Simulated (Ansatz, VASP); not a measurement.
## One calculation of MgO, two programs

```xyz
2
Lattice="0.0000 2.1275 2.1275 2.1275 0.0000 2.1275 2.1275 2.1275 0.0000" Properties=species:S:1:pos:R:3 pbc="T T T"
Mg    0.0000    0.0000    0.0000
O     2.1275    2.1275    2.1275
```

Alike in both runs: functional PBE; k mesh 10 × 10 × 10; occupations gaussian, width 0.02 eV; no spin polarisation.

Ansatz relaxed the structure, and its values are those at the end. VASP's run is a single point on that final structure, the one shown.

```csv
,VASP,Ansatz
version,VASP 6.6.1,Ansatz 0.2.0
potentials or method,"VASP PAW PBE potentials, release 64 (Mg, O)","scalar-relativistic, plane waves, norm-conserving pseudopotentials"
plane-wave cutoff (eV),520,1240
valence electrons in the cell,8,16
```

|  | VASP | Ansatz | Ansatz less VASP |
| --- | --- | --- | --- |
| gap on the k mesh at the Fermi level (eV) | 4.44 | 4.46 | +0.021 |
| least direct gap on the mesh (eV) | 4.44 | 4.46 | +0.021 |
| pressure (GPa) | -0.9 | 0.0 | +0.86 |

VASP's potentials hold 8 valence electrons a cell and Ansatz's 16, so a difference there can come from the potentials and not from the codes.
